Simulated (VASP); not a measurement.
# TiPt3 (Pm-3m) in VASP: further runs

The runs below take TiPt3 through single point, with PBE.

Everything below comes from runs of VASP 6.6.1. Logs are shortened: lines on timing, memory, paths and dates and some standing lists are left out, and cuts for length are marked.

## (1) The cell of the first run

Symmetry: Pm-3m, No. 221, cubic system. The conventional cell has a = 3.783 Å, b = 3.783 Å, c = 3.783 Å, α = 90.00°, β = 90.00°, γ = 90.00°. Ti (site symmetry m-3m) has 12 Pt at 2.68 Å within 3.5 Å. Within 3.5 Å of Pt (site symmetry 4/mmm) lie 4 Ti at 2.68 Å and 8 Pt at 2.68 Å.

## (2) Single point, PBE (13.54 Å³/atom)

Input file INCAR:

```
SYSTEM = TiPt3
ALGO = Fast ; EDIFF = 1E-7
ENCUT = 520 ; GGA = PE
ISIF = 2 ; ISMEAR = 0
LASPH = .True. ; LCHARG = .False.
LREAL = .False. ; LWAVE = .False.
NBANDS = 29 ; NELM = 80
PREC = Accurate ; SIGMA = 0.1
```

Input file KPOINTS:

```
k-points
0
Gamma
  10 10 10
  0 0 0
```

Input file POSCAR:

```
TiPt3
1.0
    3.7834817172      0.0000000000      0.0000000000
    0.0000000000      3.7834817172      0.0000000000
    0.0000000000      0.0000000000      3.7834817172
Ti Pt
1 3
Direct
    0.0000000000      0.0000000000      0.0000000000
    0.0000000000      0.5000000000      0.5000000000
    0.5000000000      0.0000000000      0.5000000000
    0.5000000000      0.5000000000      0.0000000000
```

Potentials or basis: VASP PAW PBE potentials, release 64 (Ti_sv, Pt).

Launch:

```
$ cat potpaw_PBE.64/Ti_sv/POTCAR potpaw_PBE.64/Pt/POTCAR > POTCAR
$ mpirun -np 1 vasp_std > vasp.out
```

OUTCAR:

```text
SYSTEM = TiPt3
   EDIFF = 1E-7
   ENCUT = 520
   GGA = PE
   ISIF = 2
   ISMEAR = 0
   LASPH = .True.
   LREAL = .False.
   NELM = 80
   PREC = Accurate

 ion  position               nearest neighbor table
   1  0.000  0.000  0.000-   2 2.68   3 2.68   4 2.68   2 2.68   3 2.68   2 2.68   4 2.68   2 2.68
                             3 2.68   4 2.68   3 2.68   4 2.68
   2  0.000  0.500  0.500-   1 2.68   3 2.68   4 2.68   1 2.68   4 2.68   1 2.68   3 2.68   1 2.68
                             3 2.68   4 2.68   4 2.68   3 2.68
   3  0.500  0.000  0.500-   1 2.68   2 2.68   4 2.68   1 2.68   4 2.68   2 2.68   4 2.68   4 2.68
                             1 2.68   2 2.68   1 2.68   2 2.68
   4  0.500  0.500  0.000-   1 2.68   2 2.68   3 2.68   2 2.68   3 2.68   1 2.68   3 2.68   3 2.68
                             1 2.68   2 2.68   2 2.68   1 2.68

  LATTYP: Found a simple cubic cell.
 ALAT       =     3.7834817172

  Lattice vectors:

 A1 = (   3.7834817172,   0.0000000000,   0.0000000000)
 A2 = (   0.0000000000,   3.7834817172,   0.0000000000)
 A3 = (   0.0000000000,   0.0000000000,   3.7834817172)

Analysis of symmetry for initial positions (statically):
=====================================================================
 Subroutine PRICEL returns:
 Original cell was already a primitive cell.

 Routine SETGRP: Setting up the symmetry group for a
 simple cubic supercell.

 Subroutine GETGRP returns: Found 48 space group operations
 (whereof 48 operations were pure point group operations)
 out of a pool of 48 trial point group operations.

The static configuration has the point symmetry O_h .

Analysis of symmetry for dynamics (positions and initial velocities):
=====================================================================
 Subroutine PRICEL returns:
 Original cell was already a primitive cell.

 Routine SETGRP: Setting up the symmetry group for a
 simple cubic supercell.

 Subroutine GETGRP returns: Found 48 space group operations
 (whereof 48 operations were pure point group operations)
 out of a pool of 48 trial point group operations.

The dynamic configuration has the point symmetry O_h .

 Subroutine INISYM returns: Found 48 space group operations
 (whereof 48 operations are pure point group operations),
 and found     1 'primitive' translations

----------------------------------------------------------------------------------------

                                     Primitive cell

  volume of cell :      54.1595

  direct lattice vectors                    reciprocal lattice vectors
     3.783481717  0.000000000  0.000000000     0.264306814  0.000000000  0.000000000
     0.000000000  3.783481717  0.000000000     0.000000000  0.264306814  0.000000000
     0.000000000  0.000000000  3.783481717     0.000000000  0.000000000  0.264306814

  length of vectors
     3.783481717  3.783481717  3.783481717     0.264306814  0.264306814  0.264306814

  position of ions in fractional coordinates (direct lattice)
     0.000000000  0.000000000  0.000000000
     0.000000000  0.500000000  0.500000000
     0.500000000  0.000000000  0.500000000
     0.500000000  0.500000000  0.000000000

  ion indices of the primitive-cell ions
   primitive index   ion index
                 1           1
                 2           2
                 3           3
                 4           4

----------------------------------------------------------------------------------------

 KPOINTS: k-points

Automatic generation of k-mesh.
 Grid dimensions read from file:
 generate k-points for:   10   10   10

 Generating k-lattice:

  Cartesian coordinates                     Fractional coordinates (reciprocal lattice)
     0.026430681  0.000000000  0.000000000     0.100000000  0.000000000  0.000000000
     0.000000000  0.026430681  0.000000000     0.000000000  0.100000000  0.000000000
     0.000000000  0.000000000  0.026430681     0.000000000  0.000000000  0.100000000

  Length of vectors
     0.026430681  0.026430681  0.026430681

  Shift w.r.t. Gamma in fractional coordinates (k-lattice)
     0.000000000  0.000000000  0.000000000

 Subroutine IBZKPT returns following result:
 ===========================================

 Found     56 irreducible k-points:

 Following reciprocal coordinates:
            Coordinates               Weight
  0.000000  0.000000  0.000000      1.000000
  0.100000  0.000000  0.000000      6.000000
  0.200000  0.000000  0.000000      6.000000
  0.300000  0.000000  0.000000      6.000000
  0.400000  0.000000  0.000000      6.000000
  0.500000  0.000000  0.000000      3.000000
[... 16 lines left out ...]
  0.200000  0.100000  0.100000     24.000000
  0.300000  0.100000  0.100000     24.000000
 [... further k-points ...]
   k-points           NKPTS =     56   k-points in BZ     NKDIM =     56   number of bands    NBANDS=     29
   number of dos      NEDOS =    301   number of ions     NIONS =      4
   total plane-waves  NPLWV =  21952
[... 52 lines left out ...]
   NGX = 15   NGY = 15   NGZ = 15

 number of electron      41.9999993 magnetization

 Free energy of the ion-electron system (eV)
  ---------------------------------------------------
  ext. energy  EPLUGINS =         0.00000000
  ---------------------------------------------------
  free energy    TOTEN  =       -28.73250720 eV

  energy without entropy =      -28.72729248  energy(sigma->0) =      -28.72989984

 E-fermi :  13.5612     XC(G=0): -13.8066

 val. band max:       13.5091845452   @ k =   0.1000   0.1000   0.0000
 cond. band min:      13.5648323286   @ k =   0.4000   0.1000   0.1000
 fundamental gap:      0.0556477833
 Fermi energy:        13.5611962848

 k-point     1 :       0.0000    0.0000    0.0000
  band No.  band energies     occupation
      1     -44.5355      2.00000
      2     -20.7891      2.00000
      3     -20.7891      2.00000
      4     -20.7891      2.00000
      5       2.4133      2.00000
      6       5.1160      2.00000
[... 21 lines left out ...]
     28      15.8756      0.00000
     29      23.0068      0.00000

 k-point     2 :       0.1000    0.0000    0.0000
  band No.  band energies     occupation
      1     -44.5352      2.00000
      2     -20.7935      2.00000
      3     -20.7899      2.00000
      4     -20.7899      2.00000
      5       2.5591      2.00000
      6       5.2129      2.00000
[... 21 lines left out ...]
     28      16.6222      0.00000
     29      22.6719      0.00000

 k-point     3 :       0.2000    0.0000    0.0000
  band No.  band energies     occupation
      1     -44.5344      2.00000
      2     -20.8052      2.00000
      3     -20.7920      2.00000
      4     -20.7920      2.00000
      5       2.9826      2.00000
      6       5.4847      2.00000
[... 21 lines left out ...]
     28      17.9956      0.00000
     29      22.0378      0.00000

 k-point     4 :       0.3000    0.0000    0.0000
  band No.  band energies     occupation
      1     -44.5333      2.00000
      2     -20.8195      2.00000
      3     -20.7946      2.00000
      4     -20.7946      2.00000
      5       3.6314      2.00000
      6       5.8572      2.00000
[... 21 lines left out ...]
     28      19.4580      0.00000
     29      21.4994      0.00000

 k-point     5 :       0.4000    0.0000    0.0000
  band No.  band energies     occupation
      1     -44.5324      2.00000
      2     -20.8311      2.00000
      3     -20.7967      2.00000
      4     -20.7967      2.00000
      5       4.3622      2.00000
      6       6.0658      2.00000
[... 21 lines left out ...]
     28      20.8651      0.00000
     29      21.1800      0.00000
[... 510 lines left out ...]
     28      17.1705      0.00000
     29      24.8206      0.00000

 k-point    22 :       0.1000    0.1000    0.1000
  band No.  band energies     occupation
      1     -44.5346      2.00000
      2     -20.7984      2.00000
      3     -20.7929      2.00000
      4     -20.7929      2.00000
      5       2.8406      2.00000
      6       5.4011      2.00000
[... 21 lines left out ...]
     28      17.0458      0.00000
     29      22.9870      0.00000

 k-point    23 :       0.2000    0.1000    0.1000
  band No.  band energies     occupation
      1     -44.5339      2.00000
      2     -20.8073      2.00000
      3     -20.7962      2.00000
      4     -20.7945      2.00000
      5       3.2438      2.00000
      6       5.6640      2.00000
[... 21 lines left out ...]
     28      17.9388      0.00000
     29      22.0971      0.00000

 k-point    24 :       0.3000    0.1000    0.1000
  band No.  band energies     occupation
      1     -44.5329      2.00000
      2     -20.8193      2.00000
      3     -20.7992      2.00000
      4     -20.7964      2.00000
      5       3.8635      2.00000
      6       6.0365      2.00000
[... 21 lines left out ...]
     28      19.1392      0.00000
     29      21.4611      0.00000

 [... further k-points ...]

------------------------ aborting loop because EDIFF is reached ----------------------------------------

  FORCE on cell =-STRESS in cart. coord.  units (eV):
  Direction    XX          YY          ZZ          XY          YZ          ZX
  --------------------------------------------------------------------------------------
  -------------------------------------------------------------------------------------
  Total       13.8502905     13.8502905     13.8502905      0.0000000      0.0000000     -0.0000000
  in kB      409.7269631    409.7269631    409.7269631      0.0000000      0.0000000     -0.0000000
  external PRESSURE =     409.7269631 kB  Pullay stress =       0.0000000 kB

 VOLUME and BASIS-vectors are now :
 -----------------------------------------------------------------------------
  energy-cutoff  :      520.00
  volume of cell :       54.16
      direct lattice vectors                 reciprocal lattice vectors
     3.783481717  0.000000000  0.000000000     0.264306814  0.000000000  0.000000000
     0.000000000  3.783481717  0.000000000     0.000000000  0.264306814  0.000000000
     0.000000000  0.000000000  3.783481717     0.000000000  0.000000000  0.264306814

 POSITION                                       TOTAL-FORCE (eV/Angst)
 -----------------------------------------------------------------------------------
      0.00000      0.00000      0.00000         0.000000      0.000000      0.000000
      0.00000      1.89174      1.89174         0.000000      0.000000      0.000000
      1.89174      0.00000      1.89174         0.000000      0.000000      0.000000
      1.89174      1.89174      0.00000         0.000000      0.000000      0.000000
 -----------------------------------------------------------------------------------
    total drift:                                0.000000      0.000000      0.000000

  FREE ENERGIE OF THE ION-ELECTRON SYSTEM (eV)
  ---------------------------------------------------
  free  energy   TOTEN  =       -28.7325071977 eV

  energy  without entropy=      -28.7272924839  energy(sigma->0) =      -28.72989984
```

Run time: 2.4 min. Hardware: 1 thread of Intel Xeon Platinum 8488C (Sapphire Rapids), shared host; peak memory 0.21 GiB.

Results:

```yaml
Free_energy: -28.7325 eV
Pressure: 41.0 GPa
Band_gap_on_the_k_mesh: zero (bands 21 and 22 overlap by 2.01 eV)
```

Caveat: the cell stands under pressure; spin-orbit coupling is left out, which moves the levels of the heavy elements.

## (3) Single point, PBE (14.00 Å³/atom)

This run uses another cell than the first one, of 14.00 Å³/atom.

Input file INCAR:

```
PREC = Accurate ; ENCUT = 520
EDIFF = 1E-6 ; ISMEAR = 0
SIGMA = 0.1 ; LREAL = F
LASPH = T ; NELM = 60
ALGO = Fast ; ISIF = 2
LWAVE = F ; LCHARG = F
GGA = PE ; NBANDS = 29
```

Input file KPOINTS:

```
Automatic mesh
0
Gamma
  10 10 10
```

Input file POSCAR:

```
TiPt3
1.0
    3.8259963062      0.0000000000      0.0000000000
    0.0000000000      3.8259963062      0.0000000000
    0.0000000000      0.0000000000      3.8259963062
Ti Pt
1 3
Direct
    0.0000000000      0.0000000000      0.0000000000
    0.0000000000      0.5000000000      0.5000000000
    0.5000000000      0.0000000000      0.5000000000
    0.5000000000      0.5000000000      0.0000000000
```

Potentials or basis: VASP PAW PBE potentials, release 64 (Ti_sv, Pt).

Launch:

```
$ cat potpaw_PBE.64/Ti_sv/POTCAR potpaw_PBE.64/Pt/POTCAR > POTCAR
$ mpirun -np 1 vasp_std > vasp.out
```

Run time: 99 s. Hardware: 1 thread of Intel Xeon Platinum 8488C (Sapphire Rapids), shared host; peak memory 0.2 GiB.

It converged, with:

| Quantity | Value |
| --- | --- |
| Free energy | -29.1273 eV |
| Pressure | 27.7 GPa |
| Band gap on the k mesh | zero (bands 21 and 22 overlap by 1.96 eV) |

Levels at points of the mesh, in eV from the Fermi level:
```tsv
k point	band 18	band 19	band 20	band 21	band 22	band 23	band 24	band 25
(0.00, 0.00, 0.00)	0.09	0.09	0.09	1.51	1.51	1.57	1.57	1.57
(0.50, 0.00, 0.00)	-2.89	-2.83	-1.48	-0.27	-0.27	0.10	0.45	0.81
(0.50, 0.50, 0.00)	-3.40	-2.70	-2.48	-2.46	0.19	0.19	0.35	1.66
(0.50, 0.50, 0.50)	-0.81	-0.81	-0.81	-0.45	-0.45	-0.45	1.31	1.31
```

Caveat: the cell stands under pressure; spin-orbit coupling is left out, which moves the levels of the heavy elements.

## (4) Single point, PBE (14.46 Å³/atom)

This run uses another cell than the first one, of 14.46 Å³/atom.

Input file INCAR:

```
ALGO     = Fast           # electronic algorithm
EDIFF    = 1E-7           # SCF threshold, eV
ENCUT    = 520            # plane-wave cutoff, eV
GGA      = PE             # functional
ISIF     = 2              # what is computed and relaxed
ISMEAR   = 0              # smearing method
LASPH    = True           # aspherical terms in the spheres
LCHARG   = False          # write CHGCAR
LREAL    = False          # projectors in reciprocal space
LWAVE    = False          # write WAVECAR
NBANDS   = 29             # bands
NELM     = 80             # most SCF steps
PREC     = Accurate       # precision mode
SIGMA    = 0.1            # smearing width, eV
```

Input file KPOINTS:

```
k-points
0
Gamma
  10 10 10
```

Input file POSCAR:

```
TiPt3
1.0
    3.8675864809      0.0000000000      0.0000000000
    0.0000000000      3.8675864809      0.0000000000
    0.0000000000      0.0000000000      3.8675864809
Ti Pt
1 3
Direct
    0.0000000000      0.0000000000      0.0000000000
    0.0000000000      0.5000000000      0.5000000000
    0.5000000000      0.0000000000      0.5000000000
    0.5000000000      0.5000000000      0.0000000000
```

Launch:

```
$ cat potpaw_PBE.64/Ti_sv/POTCAR potpaw_PBE.64/Pt/POTCAR > POTCAR
$ mpirun -np 1 vasp_std > vasp.out
```

Run time: 3.3 min. Hardware: 1 thread of Intel Xeon Platinum 8488C (Sapphire Rapids), shared host; peak memory 0.22 GiB.

It converged, with:

```yaml
Free_energy: -29.3820 eV
Pressure: 16.6 GPa
Band_gap_on_the_k_mesh: zero (bands 21 and 22 overlap by 1.89 eV)
```

Levels at points of the mesh, in eV from the Fermi level:
| k point | band 18 | band 19 | band 20 | band 21 | band 22 | band 23 | band 24 | band 25 |
| --- | --- | --- | --- | --- | --- | --- | --- | --- |
| (0.00, 0.00, 0.00) | 0.06 | 0.06 | 0.06 | 1.43 | 1.43 | 1.57 | 1.57 | 1.57 |
| (0.50, 0.00, 0.00) | -2.77 | -2.71 | -1.43 | -0.24 | -0.24 | 0.06 | 0.45 | 0.78 |
| (0.50, 0.50, 0.00) | -3.25 | -2.57 | -2.38 | -2.35 | 0.19 | 0.19 | 0.35 | 1.56 |
| (0.50, 0.50, 0.50) | -0.75 | -0.75 | -0.75 | -0.46 | -0.46 | -0.46 | 1.24 | 1.24 |

Caveat: the cell stands under pressure; spin-orbit coupling is left out, which moves the levels of the heavy elements.

## (5) Single point, PBE (14.92 Å³/atom)

This run uses another cell than the first one, of 14.92 Å³/atom.

Input file INCAR:

```
PREC = Accurate
ENCUT = 520
EDIFF = 1E-7
ISMEAR = 0
SIGMA = 0.1
LREAL = False
LASPH = True
NELM = 80
ALGO = Fast
ISIF = 2
LWAVE = False
LCHARG = False
GGA = PE
NBANDS = 29
```

Input file KPOINTS:

```
Automatic mesh
0
Gamma
  10 10 10
```

Input file POSCAR:

```
TiPt3
1.0
    3.9083009095      0.0000000000      0.0000000000
    0.0000000000      3.9083009095      0.0000000000
    0.0000000000      0.0000000000      3.9083009095
Ti Pt
1 3
Direct
    0.0000000000      0.0000000000      0.0000000000
    0.0000000000      0.5000000000      0.5000000000
    0.5000000000      0.0000000000      0.5000000000
    0.5000000000      0.5000000000      0.0000000000
```

Launch:

```
$ cat potpaw_PBE.64/Ti_sv/POTCAR potpaw_PBE.64/Pt/POTCAR > POTCAR
$ mpirun -np 1 vasp_std > vasp.out
```

It took 2.9 min on 1 thread of Intel Xeon Platinum 8488C (Sapphire Rapids), shared host; peak memory 0.22 GiB.

Results (log left out):

```
Free energy            : -29.5196 eV
Pressure               : 7.3 GPa
Band gap on the k mesh : zero (bands 21 and 22 overlap by 1.83 eV)
```

Levels at points of the mesh, in eV from the Fermi level:
| k point | band 18 | band 19 | band 20 | band 21 | band 22 | band 23 | band 24 | band 25 |
| --- | --- | --- | --- | --- | --- | --- | --- | --- |
| (0.00, 0.00, 0.00) | 0.03 | 0.03 | 0.03 | 1.37 | 1.37 | 1.59 | 1.59 | 1.59 |
| (0.50, 0.00, 0.00) | -2.66 | -2.59 | -1.38 | -0.21 | -0.21 | 0.03 | 0.45 | 0.75 |
| (0.50, 0.50, 0.00) | -3.10 | -2.43 | -2.29 | -2.25 | 0.20 | 0.20 | 0.36 | 1.47 |
| (0.50, 0.50, 0.50) | -0.68 | -0.68 | -0.68 | -0.46 | -0.46 | -0.46 | 1.17 | 1.17 |

Caveat: the cell stands under pressure; spin-orbit coupling is left out, which moves the levels of the heavy elements.

## (6) Single point, PBE (15.85 Å³/atom)

This run uses another cell than the first one, of 15.85 Å³/atom.

Input file INCAR:

```
  PREC = Accurate
  ENCUT = 520
  EDIFF = 1E-6
  ISMEAR = 0
  SIGMA = 0.1
  LREAL = F
  LASPH = T
  NELM = 100
  ALGO = Fast
  ISIF = 2
  LWAVE = F
  LCHARG = F
  GGA = PE
  NBANDS = 29
```

Input file KPOINTS:

```
regular mesh
0
Gamma
  10 10 10
```

Input file POSCAR:

```
TiPt3
1.0
    3.9872777617      0.0000000000      0.0000000000
    0.0000000000      3.9872777617      0.0000000000
    0.0000000000      0.0000000000      3.9872777617
Ti Pt
1 3
Direct
    0.0000000000      0.0000000000      0.0000000000
    0.0000000000      0.5000000000      0.5000000000
    0.5000000000      0.0000000000      0.5000000000
    0.5000000000      0.5000000000      0.0000000000
```

Potentials or basis: VASP PAW PBE potentials, release 64 (Ti_sv, Pt).

Launch:

```
$ cat potpaw_PBE.64/Ti_sv/POTCAR potpaw_PBE.64/Pt/POTCAR > POTCAR
$ mpirun -np 1 vasp_std > vasp.out
```

Wall time 2.3 min (1 thread of Intel Xeon Platinum 8488C (Sapphire Rapids), shared host); peak memory 0.22 GiB.

Results (log left out):

| Item | Value |
| --- | --- |
| Free energy | -29.5187 eV |
| Pressure | -7.6 GPa |
| Band gap on the k mesh | zero (bands 21 and 22 overlap by 1.70 eV) |

Levels at points of the mesh, in eV from the Fermi level:
```tsv
k point	band 18	band 19	band 20	band 21	band 22	band 23	band 24	band 25
(0.00, 0.00, 0.00)	-0.01	-0.01	-0.01	1.24	1.24	1.63	1.63	1.63
(0.50, 0.00, 0.00)	-2.44	-2.38	-1.28	-0.17	-0.17	-0.01	0.45	0.69
(0.50, 0.50, 0.00)	-2.83	-2.19	-2.12	-2.05	0.20	0.20	0.36	1.33
(0.50, 0.50, 0.50)	-0.54	-0.54	-0.54	-0.46	-0.46	-0.46	1.06	1.06
```

Caveat: the cell stands under tension; spin-orbit coupling is left out, which moves the levels of the heavy elements.

## (7) Overview

| cell | further INCAR settings | gap on the mesh (eV) | pressure (GPa) |
| --- | --- | --- | --- |
| a = 3.783 Å, 4 atoms | ALGO = Fast; EDIFF = 1e-07; NBANDS = 29 | none | 41.0 |
| a = 3.826 Å, 4 atoms | ALGO = Fast; EDIFF = 1e-06; NBANDS = 29 | none | 27.7 |
| a = 3.868 Å, 4 atoms | ALGO = Fast; EDIFF = 1e-07; NBANDS = 29 | none | 16.6 |
| a = 3.908 Å, 4 atoms | ALGO = Fast; EDIFF = 1e-07; NBANDS = 29 | none | 7.3 |
| a = 3.987 Å, 4 atoms | ALGO = Fast; EDIFF = 1e-06; NBANDS = 29 | none | -7.6 |

Alike in all rows: task single point; level PBE; potentials or basis VASP PAW PBE potentials, release 64 (Ti_sv, Pt); no spin polarisation; k mesh 10 × 10 × 10; cutoff (eV) 520; smearing gaussian 0.1 eV.

Caveats: spin-orbit coupling is left out, which moves the levels of the heavy elements; the cell stands under pressure (at least some runs); the cell stands under tension (at least some runs).

Absolute energies hang on the potentials; compare differences alone.
